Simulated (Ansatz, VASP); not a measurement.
# One calculation of WSe2, two programs

File INCAR:

```
ALGO = Normal
EDIFF = 1E-7
ENCUT = 520
GGA = PE
ISIF = 2
ISMEAR = 0
IVDW = 12
LASPH = T
LCHARG = T
LELF = T
LREAL = F
LVHAR = T
LWAVE = F
NBANDS = 35
NELM = 80
PREC = Accurate
SIGMA = 0.05
```

File KPOINTS:

```
k-points
0
Gamma
  12 12 2
```

POSCAR

```
WSe2
1.0
    3.2790275604      0.0000000000      0.0000000000
   -1.6395137802      2.8397211670      0.0000000000
    0.0000000000      0.0000000000     12.7886113462
W Se
2 4
Direct
    0.2896208890      0.6346669365      0.2500000000
    0.6666570974      0.3333263282      0.7500000000
    0.3332022963      0.6665707409      0.6182912225
    0.7176888852      0.3706841896      0.1182912225
    0.3332022963      0.6665707409      0.8817087775
    0.7176888852      0.3706841896      0.3817087775
```

Input for Ansatz:

```yaml
crystal:
  lattice:
    - [3.2790275604, 0.0, 0.0]
    - [-1.6395137802, 2.839721167, 0.0]
    - [0.0, 0.0, 12.7886113462]
  atoms:
    - { symbol: W, position: [0.289620889, 0.6346669365, 0.25] }
    - { symbol: W, position: [0.6666570974, 0.3333263282, 0.75] }
    - { symbol: Se, position: [0.3332022963, 0.6665707409, 0.6182912225] }
    - { symbol: Se, position: [0.7176888852, 0.3706841896, 0.1182912225] }
    - { symbol: Se, position: [0.3332022963, 0.6665707409, 0.8817087775] }
    - { symbol: Se, position: [0.7176888852, 0.3706841896, 0.3817087775] }
basis:
  ecutwfc: 420
kpoints:
  mp_grid: { grid: [12, 12, 2] }
hamiltonian:
  xc: pbe
  dispersion: d3bj
scf:
  occupations: { method: gaussian, width: 0.05 }
output:
  forces: true
  stress: true
  eigenvalues: true
```

Change from the starting cell: mode 11 (242.9 1/cm) frozen in, largest displacement +0.150 Å.

Alike in both runs: task single point; functional PBE; dispersion D3(BJ); k mesh 12 × 12 × 2; occupations gaussian, width 0.05 eV; no spin polarisation.

```csv
,VASP,Ansatz
version,VASP 6.6.1,Ansatz 0.2.0
potentials or method,"VASP PAW PBE potentials, release 64 (W_sv, Se), cutoff 520 eV","scalar-relativistic, plane waves, PAW"
valence electrons in the cell,52,92
```

VASP gave:

| Property | Result |
| --- | --- |
| gap on the k mesh at the Fermi level (eV) | 0.91 |
| least direct gap on the mesh (eV) | 1.42 |
| pressure (GPa) | 2.6 |
| traceless stress, the component that is largest in VASP (GPa) | -3.15 |
| rms of the force components (eV/Å) | 1.542 |

**Question.** What did Ansatz give for the same quantities?

**Answer.** gap on the k mesh at the Fermi level (eV): 0.92; least direct gap on the mesh (eV): 1.43; pressure (GPa): 2.3; traceless stress, the component that is largest in VASP (GPa): -3.08; rms of the force components (eV/Å): 1.533.

Atom by atom the forces differ by 0.024 eV/Å (rms over components). VASP's potentials hold 52 valence electrons a cell and Ansatz's 92, so a difference there can come from the potentials and not from the codes.

Spin-orbit coupling is off throughout.
